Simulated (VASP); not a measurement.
# Al (Pm-3m) in VASP: further runs, part 2 of 3

VASP 6.6.1. The steps go on from the part before.

### 4 Single point, LDA

This run uses another cell than the first one, of 19.30 Å³/atom, 1.136 times its volume.

INCAR reads:

```
SYSTEM = Al
PREC = Accurate
ENCUT = 520
EDIFF = 1E-6
ISMEAR = -1
SIGMA = 0.1
LREAL = .False.
LASPH = .True.
NELM = 60
ALGO = Normal
ISIF = 2
LWAVE = .False.
LCHARG = .False.
NBANDS = 8
```

KPOINTS reads:

```
regular mesh
0
Gamma
  12 12 12
  0 0 0
```

POSCAR reads:

```
Al
1.0
    2.6824252508      0.0000000000      0.0000000000
    0.0000000000      2.6824252508      0.0000000000
    0.0000000000      0.0000000000      2.6824252508
Al
1
Direct
    0.0000000000      0.0000000000      0.0000000000
```

Potentials or basis: VASP PAW LDA potentials, release 64 (Al).

Run with:

```console
$ cat potpaw_LDA.64/Al/POTCAR > POTCAR
$ mpirun -np 1 vasp_std > vasp.out
```

OUTCAR:

```text
SYSTEM = Al
   PREC = Accurate
   ENCUT = 520
   EDIFF = 1E-6
   ISMEAR = -1
   LREAL = .False.
   LASPH = .True.
   NELM = 60
   ISIF = 2

 ion  position               nearest neighbor table
   1  0.000  0.000  0.000-

  LATTYP: Found a simple cubic cell.
 ALAT       =     2.6824252508

  Lattice vectors:

 A1 = (   2.6824252508,   0.0000000000,   0.0000000000)
 A2 = (   0.0000000000,   2.6824252508,   0.0000000000)
 A3 = (   0.0000000000,   0.0000000000,   2.6824252508)

Analysis of symmetry for initial positions (statically):
=====================================================================
 Subroutine PRICEL returns:
 Original cell was already a primitive cell.

 Routine SETGRP: Setting up the symmetry group for a
 simple cubic supercell.

 Subroutine GETGRP returns: Found 48 space group operations
 (whereof 48 operations were pure point group operations)
 out of a pool of 48 trial point group operations.

The static configuration has the point symmetry O_h .

Analysis of symmetry for dynamics (positions and initial velocities):
=====================================================================
 Subroutine PRICEL returns:
 Original cell was already a primitive cell.

 Routine SETGRP: Setting up the symmetry group for a
 simple cubic supercell.

 Subroutine GETGRP returns: Found 48 space group operations
 (whereof 48 operations were pure point group operations)
 out of a pool of 48 trial point group operations.

The dynamic configuration has the point symmetry O_h .

 Subroutine INISYM returns: Found 48 space group operations
 (whereof 48 operations are pure point group operations),
 and found     1 'primitive' translations

----------------------------------------------------------------------------------------

[... 109 lines left out ...]
     AMIX     =   0.40;   BMIX     =  1.00
     AMIX_MAG =   1.60;   BMIX_MAG =  1.00
  volume/ion in A,a.u.               =      19.30       130.25
  Fermi-wavevector in a.u.,A,eV,Ry     =   0.880213  1.663361 10.541445  0.774774
  Thomas-Fermi vector in A             =   2.000542
   LORBIT       =      0    0 simple, 1 ext, 2 COOP (PROOUT), +10 PAW based schemes
   GGA     = CA    functional components
   LHFCALC =     F    Hartree Fock is set to
   AEXX    =    0.0000 exact exchange contribution
   IVDW    =     0    specifies the selected vdW correction
   LEPSILON=     F    determine dielectric tensor
   LRPA    =     F    only Hartree local field effects (RPA)
 non-spin polarized calculation
  energy-cutoff  :      520.00
  volume of cell :       19.30
 maximum number of plane-waves:       552
 NGX is ok and might be reduce to    20
   NGX =  9   NGY =  9   NGZ =  9

 number of electron       3.0000000 magnetization

 Free energy of the ion-electron system (eV)
  ---------------------------------------------------
  ext. energy  EPLUGINS =         0.00000000
  ---------------------------------------------------
  free energy    TOTEN  =        -3.81062684 eV

  energy without entropy =       -3.79456009  energy(sigma->0) =       -3.80259346

 E-fermi :   5.8316     XC(G=0):  -9.7092

 val. band max:        5.7900225645   @ k =   0.5000   0.4167   0.2500
 cond. band min:       5.8887366882   @ k =   0.3333   0.1667   0.1667
 fundamental gap:      0.0987141238
 Fermi energy:         5.8315909356

 k-point     1 :       0.0000    0.0000    0.0000
  band No.  band energies     occupation
      1      -3.9344      2.00000
      2      13.9500      0.00000
      3      13.9500      0.00000
      4      15.2051      0.00000
      5      15.2051      0.00000
      6      15.2051      0.00000
      7      21.6961      0.00000
      8      30.1494      0.00000
[... 243 lines left out ...]
 k-point    24 :       0.4167    0.3333    0.0000
  band No.  band energies     occupation
      1       1.6864      2.00000
      2       4.9393      1.99973
      3       8.3015      0.00000
      4      11.7755      0.00000
      5      19.8164      0.00000
      6      22.3780      0.00000
      7      22.8599      0.00000
      8      25.4900      0.00000

 [... further k-points ...]

------------------------ aborting loop because EDIFF is reached ----------------------------------------

  FORCE on cell =-STRESS in cart. coord.  units (eV):
  Direction    XX          YY          ZZ          XY          YZ          ZX
  --------------------------------------------------------------------------------------
  -------------------------------------------------------------------------------------
  Total        0.0064083      0.0064083      0.0064083     -0.0000000      0.0000000     -0.0000000
  in kB        0.5319523      0.5319523      0.5319523     -0.0000000      0.0000000     -0.0000000
  external PRESSURE =       0.5319523 kB  Pullay stress =       0.0000000 kB

 VOLUME and BASIS-vectors are now :
 -----------------------------------------------------------------------------
  energy-cutoff  :      520.00
  volume of cell :       19.30
      direct lattice vectors                 reciprocal lattice vectors
     2.682425251  0.000000000  0.000000000     0.372796968  0.000000000  0.000000000
     0.000000000  2.682425251  0.000000000     0.000000000  0.372796968  0.000000000
     0.000000000  0.000000000  2.682425251     0.000000000  0.000000000  0.372796968

 POSITION                                       TOTAL-FORCE (eV/Angst)
 -----------------------------------------------------------------------------------
      0.00000      0.00000      0.00000         0.000000      0.000000      0.000000
 -----------------------------------------------------------------------------------
    total drift:                               -0.000000      0.000000      0.000000

  FREE ENERGIE OF THE ION-ELECTRON SYSTEM (eV)
  ---------------------------------------------------
  free  energy   TOTEN  =        -3.8106268377 eV

  energy  without entropy=       -3.7945600863  energy(sigma->0) =       -3.80259346
```

OSZICAR:

```text
N       E                     dE             d eps       ncg     rms          rms(c)
DAV:   1    -0.229234167459E+01   -0.22923E+01   -0.84991E+02  1360   0.201E+02
DAV:   2    -0.381287190859E+01   -0.15205E+01   -0.14478E+01  1824   0.188E+01
DAV:   3    -0.382204862286E+01   -0.91767E-02   -0.91740E-02  1592   0.158E+00
DAV:   4    -0.382207142428E+01   -0.22801E-04   -0.22802E-04  2000   0.769E-02
DAV:   5    -0.382207148418E+01   -0.59893E-07   -0.59299E-07  1600   0.235E-03    0.112E+00
DAV:   6    -0.381494434628E+01    0.71271E-02   -0.19735E-03  1600   0.149E-01    0.632E-01
DAV:   7    -0.381063380915E+01    0.43105E-02   -0.44142E-03  1544   0.222E-01    0.116E-01
DAV:   8    -0.381062678195E+01    0.70272E-05   -0.31422E-05  1856   0.353E-02    0.546E-03
DAV:   9    -0.381062683767E+01   -0.55716E-07   -0.69190E-08  1560   0.138E-03
   1 F= -.38106268E+01 E0= -.38025935E+01  d E =-.160668E-01
```

stdout:

```text
POSCAR found type information on POSCAR Al
 POSCAR found :  1 types and       1 ions
 scaLAPACK will be used
 LDA part: xc-table for (Slater(with rela. corr.)+CA(PZ))
 , standard interpolation
 POSCAR, INCAR and KPOINTS ok, starting setup
 FFT: planning ... GRIDC
 FFT: planning ... GRID_SOFT
 FFT: planning ... GRID
 WAVECAR not read
 entering main loop
```

It took 4 s on 1 thread of Intel Xeon Platinum 8488C (Sapphire Rapids), shared host; peak memory 0.11 GiB.

What came out:

```
Free energy : -3.8106 eV
Pressure    : 0.1 GPa
```

Levels at points of the mesh, in eV from the Fermi level:
```csv
k point,band 1,band 2,band 3,band 4
"(0.00, 0.00, 0.00)",-9.77,8.12,8.12,9.37
"(0.50, 0.00, 0.00)",-5.27,-4.20,10.72,12.99
"(0.50, 0.50, 0.00)",-0.54,-0.54,-0.19,2.19
"(0.50, 0.50, 0.50)",2.97,2.97,2.97,5.67
```

### 5 Single point, LDA (volume scaled by 0.96)

INCAR reads:

```
SYSTEM = Al
ALGO = Normal
EDIFF = 1E-6
ENCUT = 520
GGA = CA
ISIF = 2
ISMEAR = -1
LASPH = .True.
LCHARG = .False.
LREAL = .False.
LWAVE = .False.
NBANDS = 8
NELM = 100
PREC = Accurate
SIGMA = 0.1
```

KPOINTS reads:

```
k-points
0
Gamma
  13 13 13
  0 0 0
```

POSCAR reads:

```
Al
1.0
    2.6461718168      0.0000000000      0.0000000000
    0.0000000000      2.6461718168      0.0000000000
    0.0000000000      0.0000000000      2.6461718168
Al
1
Direct
    0.0000000000      0.0000000000      0.0000000000
```

Potentials or basis: VASP PAW LDA potentials, release 64 (Al).

Run with:

```console
$ cat potpaw_LDA.64/Al/POTCAR > POTCAR
$ mpirun -np 1 vasp_std > vasp.out
```

OUTCAR:

```text
SYSTEM = Al
   EDIFF = 1E-6
   ENCUT = 520
   GGA = CA
   ISIF = 2
   ISMEAR = -1
   LASPH = .True.
   LREAL = .False.
   NELM = 100
   PREC = Accurate

 ion  position               nearest neighbor table
   1  0.000  0.000  0.000-

  LATTYP: Found a simple cubic cell.
 ALAT       =     2.6461718168

  Lattice vectors:

 A1 = (   2.6461718168,   0.0000000000,   0.0000000000)
 A2 = (   0.0000000000,   2.6461718168,   0.0000000000)
 A3 = (   0.0000000000,   0.0000000000,   2.6461718168)

Analysis of symmetry for initial positions (statically):
=====================================================================
 Subroutine PRICEL returns:
 Original cell was already a primitive cell.

 Routine SETGRP: Setting up the symmetry group for a
 simple cubic supercell.

 Subroutine GETGRP returns: Found 48 space group operations
 (whereof 48 operations were pure point group operations)
 out of a pool of 48 trial point group operations.

The static configuration has the point symmetry O_h .

Analysis of symmetry for dynamics (positions and initial velocities):
=====================================================================
 Subroutine PRICEL returns:
 Original cell was already a primitive cell.

 Routine SETGRP: Setting up the symmetry group for a
 simple cubic supercell.

 Subroutine GETGRP returns: Found 48 space group operations
 (whereof 48 operations were pure point group operations)
 out of a pool of 48 trial point group operations.

The dynamic configuration has the point symmetry O_h .

 Subroutine INISYM returns: Found 48 space group operations
 (whereof 48 operations are pure point group operations),
 and found     1 'primitive' translations

----------------------------------------------------------------------------------------
[... 109 lines left out ...]
   IMIX   =      4    mixing-type and parameters
     AMIX     =   0.40;   BMIX     =  1.00
     AMIX_MAG =   1.60;   BMIX_MAG =  1.00
  volume/ion in A,a.u.               =      18.53       125.04
  Fermi-wavevector in a.u.,A,eV,Ry     =   0.892272  1.686149 10.832266  0.796149
  Thomas-Fermi vector in A             =   2.014200
   LORBIT       =      0    0 simple, 1 ext, 2 COOP (PROOUT), +10 PAW based schemes
   GGA     = CA    functional components
   LHFCALC =     F    Hartree Fock is set to
   AEXX    =    0.0000 exact exchange contribution
   IVDW    =     0    specifies the selected vdW correction
   LEPSILON=     F    determine dielectric tensor
   LRPA    =     F    only Hartree local field effects (RPA)
 non-spin polarized calculation
  energy-cutoff  :      520.00
  volume of cell :       18.53
 maximum number of plane-waves:       513
 NGX is ok and might be reduce to    20
   NGX =  9   NGY =  9   NGZ =  9

 number of electron       3.0000000 magnetization

 Free energy of the ion-electron system (eV)
  ---------------------------------------------------
  ext. energy  EPLUGINS =         0.00000000
  ---------------------------------------------------
  free energy    TOTEN  =        -3.80086231 eV

  energy without entropy =       -3.78345482  energy(sigma->0) =       -3.79215856

 E-fermi :   6.2099     XC(G=0):  -9.8558

 val. band max:        6.1407734405   @ k =   0.3846   0.3846   0.0000
 cond. band min:       6.2502770756   @ k =   0.3846   0.3846   0.0769
 fundamental gap:      0.1095036352
 Fermi energy:         6.2099266297

 k-point     1 :       0.0000    0.0000    0.0000
  band No.  band energies     occupation
      1      -3.8063      2.00000
      2      14.4183      0.00000
      3      14.4183      0.00000
      4      15.8924      0.00000
      5      15.8924      0.00000
      6      15.8924      0.00000
      7      22.5980      0.00000
      8      31.1097      0.00000
[... 243 lines left out ...]
 k-point    24 :       0.3846    0.3077    0.0000
  band No.  band energies     occupation
      1       1.1508      2.00000
      2       5.6885      1.98918
      3       8.9900      0.00000
      4      13.5488      0.00000
      5      19.9779      0.00000
      6      22.4173      0.00000
      7      23.9851      0.00000
      8      26.7767      0.00000

 [... further k-points ...]

------------------------ aborting loop because EDIFF is reached ----------------------------------------

  FORCE on cell =-STRESS in cart. coord.  units (eV):
  Direction    XX          YY          ZZ          XY          YZ          ZX
  --------------------------------------------------------------------------------------
  -------------------------------------------------------------------------------------
  Total        0.3302715      0.3302715      0.3302715      0.0000000     -0.0000000      0.0000000
  in kB       28.5579882     28.5579882     28.5579882      0.0000000     -0.0000000      0.0000000
  external PRESSURE =      28.5579882 kB  Pullay stress =       0.0000000 kB

 VOLUME and BASIS-vectors are now :
 -----------------------------------------------------------------------------
  energy-cutoff  :      520.00
  volume of cell :       18.53
      direct lattice vectors                 reciprocal lattice vectors
     2.646171817  0.000000000  0.000000000     0.377904410  0.000000000  0.000000000
     0.000000000  2.646171817  0.000000000     0.000000000  0.377904410  0.000000000
     0.000000000  0.000000000  2.646171817     0.000000000  0.000000000  0.377904410

 POSITION                                       TOTAL-FORCE (eV/Angst)
 -----------------------------------------------------------------------------------
      0.00000      0.00000      0.00000         0.000000      0.000000      0.000000
 -----------------------------------------------------------------------------------
    total drift:                                0.000000      0.000000      0.000000

  FREE ENERGIE OF THE ION-ELECTRON SYSTEM (eV)
  ---------------------------------------------------
  free  energy   TOTEN  =        -3.8008623055 eV

  energy  without entropy=       -3.7834548244  energy(sigma->0) =       -3.79215856
```

OSZICAR:

```text
N       E                     dE             d eps       ncg     rms          rms(c)
DAV:   1    -0.231755437604E+01   -0.23176E+01   -0.97365E+02  1360   0.220E+02
DAV:   2    -0.380450051318E+01   -0.14869E+01   -0.14637E+01  1808   0.188E+01
DAV:   3    -0.381287036612E+01   -0.83699E-02   -0.83638E-02  1632   0.157E+00
DAV:   4    -0.381289035642E+01   -0.19990E-04   -0.19990E-04  1976   0.722E-02
DAV:   5    -0.381289043127E+01   -0.74856E-07   -0.75436E-07  1664   0.296E-03    0.119E+00
DAV:   6    -0.380542147719E+01    0.74690E-02   -0.17641E-03  1672   0.141E-01    0.665E-01
DAV:   7    -0.380086951307E+01    0.45520E-02   -0.39870E-03  1592   0.212E-01    0.122E-01
DAV:   8    -0.380086225832E+01    0.72547E-05   -0.29356E-05  1896   0.342E-02    0.560E-03
DAV:   9    -0.380086230547E+01   -0.47154E-07   -0.56684E-08  1640   0.134E-03
   1 F= -.38008623E+01 E0= -.37921586E+01  d E =-.174075E-01
```

stdout:

```text
POSCAR found type information on POSCAR Al
 POSCAR found :  1 types and       1 ions
 scaLAPACK will be used
 LDA part: xc-table for (Slater(with rela. corr.)+CA(PZ))
 , standard interpolation
 POSCAR, INCAR and KPOINTS ok, starting setup
 FFT: planning ... GRIDC
 FFT: planning ... GRID_SOFT
 FFT: planning ... GRID
 WAVECAR not read
 entering main loop
```

It took 4.2 s on 1 thread of Intel Xeon Platinum 8488C (Sapphire Rapids), shared host; peak memory 0.11 GiB.

Results:

- Free energy: -3.8009 eV
- Pressure: 2.9 GPa

Caveat: the cell differs from its parent crystal (volume scaled by 0.96).

(Part 2 of 3 ends here.)
